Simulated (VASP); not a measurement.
Runs of VASP 6.6.1 on WS2. The structure is that of space group R3m (No. 160), or close to it. The cells are those of the table. 

| task | cell | gap on the mesh (eV) | pressure (GPa) | largest force (eV/Å) |
| --- | --- | --- | --- | --- |
| single point | a = 6.406 Å, angles 28.4°, 3 atoms | 0.99 | -1.6 | 0.60 |
| single point | a = 6.376, b = 6.445, c = 6.463 Å, angles 28.6, 28.2, 28.5°, 3 atoms | 0.99 | (a) | 0.65 |
| single point | a = 6.340 Å, angles 28.4°, 3 atoms | 0.97 | 4.0 | 0.85 |
| electric field gradients | a = 6.553 Å, angles 28.4°, 3 atoms | 1.03 | -11.6 | 1.42 |
| single point | a = 6.250 Å, angles 29.3°, 3 atoms | (b) | 2.4 | 1.05 |
| electric field gradients | a = 6.406 Å, angles 28.4°, 3 atoms | 0.99 | -1.6 | 0.60 |
| electric field gradients | a = 6.340 Å, angles 28.4°, 3 atoms | 0.97 | 4.0 | 0.85 |
| single point | a = 6.553 Å, angles 28.4°, 3 atoms | 1.03 | -11.6 | 1.42 |
| single point | a = 6.368 Å, angles 28.7°, 3 atoms | 0.97 | -1.5 | 0.60 |
| single point | a = 6.309 Å, angles 29.0°, 3 atoms | 0.93 | 0.4 | 0.71 |

Alike in all rows: level LDA; potentials or basis VASP PAW LDA potentials, release 64 (W_sv, S); no spin polarisation; k mesh 13 × 13 × 13; cutoff (eV) 520; smearing fermi-dirac 0.08 eV.

Task: Estimate the missing entries.

Result: (a) -3.0; (b) 0.89.

Caveats: spin-orbit coupling is left out, which moves the levels of the heavy elements; the cell stands under tension (at least some runs); forces of over 1 eV/Å act on the atoms, so gaps and moduli don't describe the material at rest (at least some runs); the cell stands under pressure (at least some runs); the stress differs along the axes, from 0 to 7 GPa (at least some runs).

A k mesh can miss the band edges, and the runs leave out spin-orbit coupling on W.
